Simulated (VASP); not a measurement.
Wanted: the native input for a VASP 6.6.1 run.

```yaml
Task: single point
Functional: r2SCAN
Potentials_or_basis: VASP PAW PBE potentials, release 64 (In_d, Pb_d, Ti_sv)
Cutoff: 520 eV
k_mesh: 4 × 4 × 4
Occupations: fermi-dirac, width 0.05 eV
Spin: no spin polarisation
Dipole_correction: no
Further_INCAR_settings: ALGO = Normal; EDIFF = 1e-06; NBANDS = 40
```

Ti3InPb:

```xyz
5
Lattice="5.0673 0.0000 0.0000 0.0000 5.0673 0.0000 0.0000 0.0000 5.0673" Properties=species:S:1:pos:R:3 pbc="T T T"
In    0.0000    0.0000    0.0000
Pb    2.5337    2.5337    2.5337
Ti    2.5337    2.5337    0.0000
Ti    0.0000    2.5337    2.5337
Ti    2.5337    0.0000    2.5337
```

The input as run:

POSCAR

```
Ti3InPb
1.0
    5.0673230180      0.0000000000      0.0000000000
    0.0000000000      5.0673230180      0.0000000000
    0.0000000000      0.0000000000      5.0673230180
In Pb Ti
1 1 3
Direct
    0.0000000000      0.0000000000      0.0000000000
    0.5000000000      0.5000000000      0.5000000000
    0.5000000000      0.5000000000      0.0000000000
    0.0000000000      0.5000000000      0.5000000000
    0.5000000000      0.0000000000      0.5000000000
```

INCAR.step1

```
SYSTEM = Ti3InPb
PREC = Accurate ; ENCUT = 520
ISMEAR = -1 ; SIGMA = 0.05
LREAL = .FALSE. ; LASPH = .TRUE.
NELM = 60 ; NBANDS = 40
GGA = PE ; ALGO = Normal
EDIFF = 1E-4 ; LWAVE = .TRUE.
LCHARG = .FALSE.
```

INCAR.step2

```
SYSTEM = Ti3InPb
PREC = Accurate ; ENCUT = 520
EDIFF = 1E-6 ; ISMEAR = -1
SIGMA = 0.05 ; LREAL = .FALSE.
LASPH = .TRUE. ; NELM = 60
ALGO = Normal ; ISIF = 2
LWAVE = .FALSE. ; LCHARG = .TRUE.
METAGGA = R2SCAN ; LMIXTAU = .TRUE.
LELF = .TRUE. ; LVHAR = .TRUE.
NBANDS = 40 ; ISTART = 1
```

KPOINTS

```
Automatic mesh
0
G
  4 4 4
  0 0 0
```

Potentials or basis: VASP PAW PBE potentials, release 64 (In_d, Pb_d, Ti_sv).

Launch:

```console
$ cat potpaw_PBE.64/In_d/POTCAR potpaw_PBE.64/Pb_d/POTCAR potpaw_PBE.64/Ti_sv/POTCAR > POTCAR
$ cp INCAR.step1 INCAR
$ mpirun -np 1 vasp_std > vasp.out
$ cp INCAR.step2 INCAR
$ mpirun -np 1 vasp_std > vasp.out
```

It gave:

```yaml
Pressure: 0.2 GPa
```

Caveat: the PAW data sets were made with another functional, which shifts forces and pressure a little.

Wall time 96 s on 1 thread of Intel(R) Xeon(R) 6975P-C (Granite Rapids), with other jobs on the host, peak memory 0.28 GiB.
